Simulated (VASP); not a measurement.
# BaTe (P6_3/mmc) in VASP: notebook

Aim: see how the results for BaTe move with the level of theory and the settings. Levels: PBE, r2SCAN. Tasks: single point.

Program: VASP 6.6.1. These are calculated values, not measurements. Logs are shortened: lines on timing, memory, paths and dates and some standing lists are left out, and cuts for length are marked.

### 1 The cell of the first run

It takes space group P6_3/mmc (No. 194, hexagonal). Conventional cell: a = 4.991 Å, b = 4.991 Å, c = 8.759 Å, α = 90.00°, β = 90.00°, γ = 120.00°. Within 4.8 Å of Ba (site symmetry -3m) lie 6 Te at 3.62 Å and 2 Ba at 4.38 Å. Within 4.8 Å of Te (site symmetry -6m2) lie 6 Ba at 3.62 Å.

### 2 Single point, PBE (volume changed by +6%)

INCAR

```
SYSTEM = BaTe
PREC = Accurate
ENCUT = 520
EDIFF = 1E-7
ISMEAR = 0
SIGMA = 0.01
LREAL = .False.
LASPH = .True.
NELM = 100
ALGO = Normal
ISIF = 2
LWAVE = .False.
LCHARG = .False.
GGA = PE
NBANDS = 24
```

KPOINTS

```
Automatic mesh
0
Gamma
  6 6 4
  0 0 0
```

POSCAR

```
BaTe
1.0
    4.9910540518      0.0000000000      0.0000000000
   -2.4955270259      4.3223796005      0.0000000000
    0.0000000000      0.0000000000      8.7594439536
Ba Te
2 2
Direct
    0.0000000000      0.0000000000      0.0000000000
    0.0000000000      0.0000000000      0.5000000000
    0.3333333333      0.6666666667      0.2500000000
    0.6666666667      0.3333333333      0.7500000000
```

Potentials or basis: VASP PAW PBE potentials, release 64 (Ba_sv, Te).

Command:

```sh
cat potpaw_PBE.64/Ba_sv/POTCAR potpaw_PBE.64/Te/POTCAR > POTCAR
mpirun -np 1 vasp_std > vasp.out
```

OUTCAR:

```text
SYSTEM = BaTe
   PREC = Accurate
   ENCUT = 520
   EDIFF = 1E-7
   ISMEAR = 0
   LREAL = .False.
   LASPH = .True.
   NELM = 100
   ISIF = 2
   GGA = PE

 ion  position               nearest neighbor table
   1  0.000  0.000  0.000-   3 3.62   4 3.62   3 3.62   4 3.62   4 3.62   3 3.62   2 4.38   2 4.38

   2  0.000  0.000  0.500-   3 3.62   4 3.62   3 3.62   4 3.62   4 3.62   3 3.62   1 4.38   1 4.38

   3  0.333  0.667  0.250-   1 3.62   2 3.62   1 3.62   2 3.62   1 3.62   2 3.62
   4  0.667  0.333  0.750-   1 3.62   2 3.62   1 3.62   2 3.62   1 3.62   2 3.62

  LATTYP: Found a hexagonal cell.
 ALAT       =     4.9910540518
 C/A-ratio  =     1.7550288702

  Lattice vectors:

 A1 = (   4.9910540518,   0.0000000000,   0.0000000000)
 A2 = (  -2.4955270259,   4.3223796005,   0.0000000000)
 A3 = (   0.0000000000,   0.0000000000,   8.7594439536)

Analysis of symmetry for initial positions (statically):
=====================================================================
 Subroutine PRICEL returns:
 Original cell was already a primitive cell.

 Routine SETGRP: Setting up the symmetry group for a
 hexagonal supercell.

 Subroutine GETGRP returns: Found 24 space group operations
 (whereof 12 operations were pure point group operations)
 out of a pool of 24 trial point group operations.

The static configuration has the point symmetry D_3d.
 The point group associated with its full space group is D_6h.

Analysis of symmetry for dynamics (positions and initial velocities):
=====================================================================
 Subroutine PRICEL returns:
 Original cell was already a primitive cell.

 Routine SETGRP: Setting up the symmetry group for a
 hexagonal supercell.

 Subroutine GETGRP returns: Found 24 space group operations
 (whereof 12 operations were pure point group operations)
 out of a pool of 24 trial point group operations.

The dynamic configuration has the point symmetry D_3d.
 The point group associated with its full space group is D_6h.

 Subroutine INISYM returns: Found 24 space group operations
 (whereof 12 operations are pure point group operations),
 and found     1 'primitive' translations

----------------------------------------------------------------------------------------

                                     Primitive cell

  volume of cell :     188.9695

  direct lattice vectors                    reciprocal lattice vectors
     4.991054052  0.000000000  0.000000000     0.200358479  0.115677022  0.000000000
    -2.495527026  4.322379600  0.000000000     0.000000000  0.231354044  0.000000000
     0.000000000  0.000000000  8.759443954     0.000000000  0.000000000  0.114162498

  length of vectors
     4.991054052  4.991054052  8.759443954     0.231354044  0.231354044  0.114162498

  position of ions in fractional coordinates (direct lattice)
     0.000000000  0.000000000  0.000000000
     0.000000000  0.000000000  0.500000000
     0.333333333  0.666666667  0.250000000
     0.666666667  0.333333333  0.750000000

  ion indices of the primitive-cell ions
   primitive index   ion index
                 1           1
                 2           2
                 3           3
                 4           4

----------------------------------------------------------------------------------------

 KPOINTS: Automatic mesh

Automatic generation of k-mesh.
 Grid dimensions read from file:
 generate k-points for:    6    6    4

 Generating k-lattice:

  Cartesian coordinates                     Fractional coordinates (reciprocal lattice)
     0.033393080  0.019279504  0.000000000     0.166666667  0.000000000  0.000000000
     0.000000000  0.038559007  0.000000000     0.000000000  0.166666667  0.000000000
     0.000000000  0.000000000  0.028540624     0.000000000  0.000000000  0.250000000

  Length of vectors
     0.038559007  0.038559007  0.028540624

  Shift w.r.t. Gamma in fractional coordinates (k-lattice)
     0.000000000  0.000000000  0.000000000

 Subroutine IBZKPT returns following result:
 ===========================================

 Found     21 irreducible k-points:

 Following reciprocal coordinates:
            Coordinates               Weight
  0.000000  0.000000  0.000000      1.000000
  0.166667 -0.000000  0.000000      6.000000
  0.333333  0.000000  0.000000      6.000000
  0.500000  0.000000  0.000000      3.000000
  0.166667  0.166667  0.000000      6.000000
  0.333333  0.166667  0.000000     12.000000
[... 13 lines left out ...]
  0.333333  0.166667  0.500000     12.000000
  0.333333  0.333333  0.500000      2.000000
   k-points           NKPTS =     21   k-points in BZ     NKDIM =     21   number of bands    NBANDS=     24
   number of dos      NEDOS =    301   number of ions     NIONS =      4
   total plane-waves  NPLWV = 112000
   dimension x,y,z NGX =    40 NGY =   40 NGZ =   70
   dimension x,y,z NGXF=    80 NGYF=   80 NGZF=  140
   ions per type =               2   2
   NGX,Y,Z   is equivalent  to a cutoff of  13.32, 13.32, 13.29 a.u.
   NGXF,Y,Z  is equivalent  to a cutoff of  26.65, 26.65, 26.57 a.u.
 SYSTEM =  BaTe
   PREC   = accura    normal or accurate (medium, high low for compatibility)
   ISTART =      0    job   : 0-new  1-cont  2-samecut
   ICHARG =      2    charge: 1-file 2-atom 10-const
   ISPIN  =      1    spin polarized calculation?
   LNONCOLLINEAR =      F non collinear calculations
   LSORBIT =      F    spin-orbit coupling
   LASPH  =      T    aspherical Exc in radial PAW
   ENCUT  =  520.0 eV  38.22 Ry    6.18 a.u.   9.28  9.28 16.29*2*pi/ulx,y,z
   NELM   =    100;   NELMIN=  2; NELMDL= -5     # of ELM steps
   EDIFF  = 0.1E-06   stopping-criterion for ELM
   LREAL  =      F    real-space projection
   EDIFFG = 0.1E-05   stopping-criterion for IOM
   NSW    =      0    number of steps for IOM
   IBRION =     -1    ionic relax: 0-MD 1-quasi-New 2-CG
   NFREE  =      0    steps in history (QN), initial steepest desc. (CG)
   ISIF   =      2    stress and relaxation
   ISYM   =      2    0-nonsym 1-usesym 2-fastsym
   POTIM  = 0.5000    time-step for ionic-motion
   TEBEG  =    0.0;   TEEND  =   0.0 temperature during run
   PSTRESS=    0.0 pullay stress
   NELECT =      32.0000    total number of electrons
   NUPDOWN=      -1.0000    fix difference up-down
   EMIN   =  10.00;   EMAX   =-10.00  energy-range for DOS
   EFERMI =   0.00;   METHOD = LEGACY
   ISMEAR =     0;   SIGMA  =   0.01  broadening in eV -4-tet -1-fermi 0-gaus
   EFERMI_NEDOS =   21; number of points for ismear=-14 and -15
   IALGO  =     38    algorithm
   IMIX   =      4    mixing-type and parameters
     AMIX     =   0.40;   BMIX     =  1.00
     AMIX_MAG =   1.60;   BMIX_MAG =  1.00
  volume/ion in A,a.u.               =      47.24       318.81
  Fermi-wavevector in a.u.,A,eV,Ry     =   0.905721  1.711564 11.161265  0.820330
  Thomas-Fermi vector in A             =   2.029322
   LORBIT       =      0    0 simple, 1 ext, 2 COOP (PROOUT), +10 PAW based schemes
   GGA     = PE    functional components
   LHFCALC =     F    Hartree Fock is set to
   AEXX    =    0.0000 exact exchange contribution
   IVDW    =     0    specifies the selected vdW correction
   LEPSILON=     F    determine dielectric tensor
   LRPA    =     F    only Hartree local field effects (RPA)
 non-spin polarized calculation
 Gauss-broadening in eV      SIGMA  =   0.01
  energy-cutoff  :      520.00
  volume of cell :      188.97
 maximum number of plane-waves:      5121
 NGX is ok and might be reduce to    40
   NGX = 19   NGY = 19   NGZ = 33

 number of electron      32.0000001 magnetization

 Free energy of the ion-electron system (eV)
  ---------------------------------------------------
  ext. energy  EPLUGINS =         0.00000000
  ---------------------------------------------------
  free energy    TOTEN  =       -16.93429559 eV

  energy without entropy =      -16.93429559  energy(sigma->0) =      -16.93429559

 E-fermi :   1.9225     XC(G=0):  -7.8466

 val. band max:        1.8051583260   @ k =   0.0000   0.0000   0.0000
 cond. band min:       3.5562019215   @ k =   0.5000   0.0000   0.0000
 fundamental gap:      1.7510435954
 Fermi energy:         1.9224820741

 k-point     1 :       0.0000    0.0000    0.0000
  band No.  band energies     occupation
      1     -25.6563      2.00000
      2     -25.6380      2.00000
      3     -11.1342      2.00000
      4     -10.7915      2.00000
      5     -10.7915      2.00000
      6     -10.7533      2.00000
[... 16 lines left out ...]
     23       5.9346      0.00000
     24       6.7515      0.00000

 k-point     2 :       0.1667   -0.0000    0.0000
  band No.  band energies     occupation
      1     -25.6546      2.00000
      2     -25.6364      2.00000
      3     -11.1039      2.00000
      4     -10.8543      2.00000
      5     -10.8009      2.00000
      6     -10.7882      2.00000
[... 16 lines left out ...]
     23       6.6179      0.00000
     24       6.6755      0.00000

 k-point     3 :       0.3333    0.0000    0.0000
  band No.  band energies     occupation
      1     -25.6510      2.00000
      2     -25.6332      2.00000
      3     -11.0481      2.00000
      4     -10.9628      2.00000
      5     -10.8565      2.00000
      6     -10.8194      2.00000
[... 16 lines left out ...]
     23       6.6266      0.00000
     24       6.7729      0.00000

 k-point     4 :       0.5000    0.0000    0.0000
  band No.  band energies     occupation
      1     -25.6492      2.00000
      2     -25.6317      2.00000
      3     -11.0509      2.00000
      4     -10.9808      2.00000
      5     -10.8898      2.00000
      6     -10.8286      2.00000
[... 16 lines left out ...]
     23       6.5782      0.00000
     24       7.1008      0.00000

 k-point     5 :       0.1667    0.1667    0.0000
  band No.  band energies     occupation
      1     -25.6519      2.00000
      2     -25.6340      2.00000
      3     -11.0575      2.00000
      4     -10.9313      2.00000
      5     -10.8328      2.00000
      6     -10.8263      2.00000
[... 16 lines left out ...]
     23       6.3718      0.00000
     24       6.7275      0.00000

 k-point     6 :       0.3333    0.1667    0.0000
  band No.  band energies     occupation
      1     -25.6492      2.00000
      2     -25.6317      2.00000
      3     -11.0219      2.00000
      4     -10.9802      2.00000
      5     -10.8719      2.00000
      6     -10.8628      2.00000
[... 16 lines left out ...]
     23       6.5265      0.00000
     24       6.8670      0.00000
[... 298 lines left out ...]
 k-point    18 :       0.5000    0.0000    0.5000
  band No.  band energies     occupation
      1     -25.6405      2.00000
      2     -25.6405      2.00000
      3     -10.9636      2.00000
      4     -10.9636      2.00000
      5     -10.8462      2.00000
      6     -10.8462      2.00000
[... 16 lines left out ...]
     23       6.7463      0.00000
     24       6.7463      0.00000

 k-point    19 :       0.1667    0.1667    0.5000
  band No.  band energies     occupation
      1     -25.6430      2.00000
      2     -25.6430      2.00000
      3     -10.9146      2.00000
      4     -10.9146      2.00000
      5     -10.8510      2.00000
      6     -10.8510      2.00000
[... 16 lines left out ...]
     23       6.3188      0.00000
     24       6.3188      0.00000

 k-point    20 :       0.3333    0.1667    0.5000
  band No.  band energies     occupation
      1     -25.6405      2.00000
      2     -25.6405      2.00000
      3     -10.9413      2.00000
      4     -10.9413      2.00000
      5     -10.8477      2.00000
      6     -10.8477      2.00000
[... 16 lines left out ...]
     23       6.7834      0.00000
     24       6.7834      0.00000

 k-point    21 :       0.3333    0.3333    0.5000
  band No.  band energies     occupation
      1     -25.6396      2.00000
      2     -25.6396      2.00000
      3     -10.9210      2.00000
      4     -10.9210      2.00000
      5     -10.8741      2.00000
      6     -10.8741      2.00000
[... 16 lines left out ...]
     23       6.3707      0.00000
     24       6.3707      0.00000

------------------------ aborting loop because EDIFF is reached ----------------------------------------

  FORCE on cell =-STRESS in cart. coord.  units (eV):
  Direction    XX          YY          ZZ          XY          YZ          ZX
  --------------------------------------------------------------------------------------
  -------------------------------------------------------------------------------------
  Total       -1.2852512     -1.2852512     -1.5014232      0.0000000      0.0000000      0.0000000
  in kB      -10.8969981    -10.8969981    -12.7298119      0.0000000      0.0000000      0.0000000
  external PRESSURE =     -11.5079361 kB  Pullay stress =       0.0000000 kB

 VOLUME and BASIS-vectors are now :
 -----------------------------------------------------------------------------
  energy-cutoff  :      520.00
  volume of cell :      188.97
      direct lattice vectors                 reciprocal lattice vectors
     4.991054052  0.000000000  0.000000000     0.200358479  0.115677022  0.000000000
    -2.495527026  4.322379600  0.000000000     0.000000000  0.231354044  0.000000000
     0.000000000  0.000000000  8.759443954     0.000000000  0.000000000  0.114162498

 POSITION                                       TOTAL-FORCE (eV/Angst)
 -----------------------------------------------------------------------------------
      0.00000      0.00000      0.00000         0.000000      0.000000     -0.000000
      0.00000      0.00000      4.37972         0.000000      0.000000     -0.000000
     -0.00000      2.88159      2.18986        -0.000000      0.000000     -0.000000
      2.49553      1.44079      6.56958        -0.000000      0.000000      0.000000
 -----------------------------------------------------------------------------------
    total drift:                                0.000000     -0.000000     -0.000000

  FREE ENERGIE OF THE ION-ELECTRON SYSTEM (eV)
  ---------------------------------------------------
  free  energy   TOTEN  =       -16.9342955924 eV

  energy  without entropy=      -16.9342955924  energy(sigma->0) =      -16.93429559
```

Wall time 1.8 min (1 thread of Intel Xeon Platinum 8488C (Sapphire Rapids), shared host); peak memory 0.36 GiB.

Results:

```
Free energy            : -16.9343 eV
Pressure               : -1.2 GPa
Band gap on the k mesh : 1.75 eV, indirect (least direct gap 1.79 eV)
```

Caveat: spin-orbit coupling is left out, which moves the levels of the heavy elements.

### 3 Single point, r2SCAN (volume changed by -6%)

POSCAR

```
BaTe
1.0
    4.7954380216      0.0000000000      0.0000000000
   -2.3977190108      4.1529711490      0.0000000000
    0.0000000000      0.0000000000      8.4088346515
Ba Te
2 2
Direct
    0.0000000000      0.0000000000      0.0000000000
    0.0000000000      0.0000000000      0.5000000000
    0.3333333333      0.6666666667      0.2500000000
    0.6666666667      0.3333333333      0.7500000000
```

INCAR.step1

```
SYSTEM = BaTe
PREC = Accurate ; ENCUT = 520
ISMEAR = 0 ; SIGMA = 0.01
LREAL = .False. ; LASPH = .True.
NELM = 80 ; NBANDS = 24
GGA = PE ; ALGO = Normal
EDIFF = 1E-4 ; LWAVE = .True.
LCHARG = .False.
```

INCAR.step2

```
SYSTEM = BaTe
PREC = Accurate ; ENCUT = 520
EDIFF = 1E-6 ; ISMEAR = 0
SIGMA = 0.01 ; LREAL = .False.
LASPH = .True. ; NELM = 80
ALGO = Normal ; ISIF = 2
LWAVE = .False. ; LCHARG = .True.
METAGGA = R2SCAN ; LMIXTAU = .True.
LELF = .True. ; LVHAR = .True.
NBANDS = 24 ; ISTART = 1
```

KPOINTS is that of step 2.

Potentials or basis: VASP PAW PBE potentials, release 64 (Ba_sv, Te).

Command:

```sh
cat potpaw_PBE.64/Ba_sv/POTCAR potpaw_PBE.64/Te/POTCAR > POTCAR
cp INCAR.step1 INCAR
mpirun -np 1 vasp_std > vasp.out
cp INCAR.step2 INCAR
mpirun -np 1 vasp_std > vasp.out
```

It took 3.7 min on 1 thread of Intel Xeon Platinum 8488C (Sapphire Rapids), shared host; peak memory 0.34 GiB.

Results (log left out):

| Property | Result |
| --- | --- |
| Free energy | -111.6485 eV |
| Pressure | 2.5 GPa |
| Band gap on the k mesh | 1.94 eV, indirect (least direct gap 2.00 eV) |

Stress tensor (GPa, compression positive):
```
2.42 0.00 0.00
0.00 2.42 0.00
0.00 0.00 2.76
```

Levels at points of the mesh, in eV from the valence-band top:
| k point | band 12 | band 13 | band 14 | band 15 | band 16 | band 17 | band 18 | band 19 | band 20 | band 21 |
| --- | --- | --- | --- | --- | --- | --- | --- | --- | --- | --- |
| (0.00, 0.00, 0.00) | -1.08 | -1.08 | -0.25 | 0.00 | 0.00 | 2.00 | 3.45 | 3.45 | 3.56 | 3.56 |
| (0.50, 0.00, 0.00) | -1.59 | -1.23 | -1.11 | -0.78 | -0.38 | 1.94 | 3.40 | 5.05 | 5.22 | 5.32 |
| (0.00, 0.00, 0.50) | -1.54 | -0.63 | -0.63 | -0.63 | -0.63 | 3.43 | 3.43 | 4.03 | 4.03 | 4.03 |
| (0.50, 0.00, 0.50) | -1.85 | -1.07 | -1.07 | -0.83 | -0.83 | 2.82 | 2.82 | 4.84 | 4.84 | 5.77 |

Caveat: the PAW data sets were made with another functional, which shifts forces and pressure a little; spin-orbit coupling is left out, which moves the levels of the heavy elements. A k mesh can miss the band edges.

### 4 Single point, r2SCAN (volume changed by -3%)

POSCAR

```
BaTe
1.0
    4.8459200263      0.0000000000      0.0000000000
   -2.4229600132      4.1966898475      0.0000000000
    0.0000000000      0.0000000000      8.4973552055
Ba Te
2 2
Direct
    0.0000000000      0.0000000000      0.0000000000
    0.0000000000      0.0000000000      0.5000000000
    0.3333333333      0.6666666667      0.2500000000
    0.6666666667      0.3333333333      0.7500000000
```

INCAR.step1

```
ALGO = Normal
EDIFF = 1E-4
ENCUT = 520
GGA = PE
ISMEAR = 0
LASPH = True
LCHARG = False
LREAL = False
LWAVE = True
NBANDS = 24
NELM = 100
PREC = Accurate
SIGMA = 0.01
```

INCAR.step2

```
ALGO = Normal
EDIFF = 1E-6
ENCUT = 520
ISIF = 2
ISMEAR = 0
ISTART = 1
LASPH = True
LCHARG = False
LMIXTAU = True
LREAL = False
LWAVE = False
METAGGA = R2SCAN
NBANDS = 24
NELM = 100
PREC = Accurate
SIGMA = 0.01
```

KPOINTS

```
k-points
0
Gamma
  6 6 4
```

Command:

```sh
cat potpaw_PBE.64/Ba_sv/POTCAR potpaw_PBE.64/Te/POTCAR > POTCAR
cp INCAR.step1 INCAR
mpirun -np 1 vasp_std > vasp.out
cp INCAR.step2 INCAR
mpirun -np 1 vasp_std > vasp.out
```

It took 3.8 min on 1 thread of Intel Xeon Platinum 8488C (Sapphire Rapids), shared host; peak memory 0.35 GiB.

It converged, with:

```
Free energy            : -111.7128 eV
Pressure               : 1.3 GPa
Band gap on the k mesh : 2.00 eV, indirect (least direct gap 2.05 eV)
```

Stress tensor (GPa, compression positive):
```
1.28 0.00 0.00
0.00 1.28 0.00
0.00 0.00 1.47
```

Levels at points of the mesh, in eV from the valence-band top:
```tsv
k point	band 13	band 14	band 15	band 16	band 17	band 18	band 19	band 20
(0.00, 0.00, 0.00)	-1.02	-0.25	0.00	0.00	2.05	3.47	3.47	3.52
(0.50, 0.00, 0.00)	-1.16	-1.10	-0.78	-0.38	2.00	3.40	5.00	5.14
(0.00, 0.00, 0.50)	-0.59	-0.59	-0.59	-0.59	3.43	3.43	4.02	4.02
(0.50, 0.00, 0.50)	-1.03	-1.03	-0.79	-0.79	2.84	2.84	4.76	4.76
```

Caveat: the PAW data sets were made with another functional, which shifts forces and pressure a little; spin-orbit coupling is left out, which moves the levels of the heavy elements. A k mesh can miss the band edges.

[end of part 1 of 2]
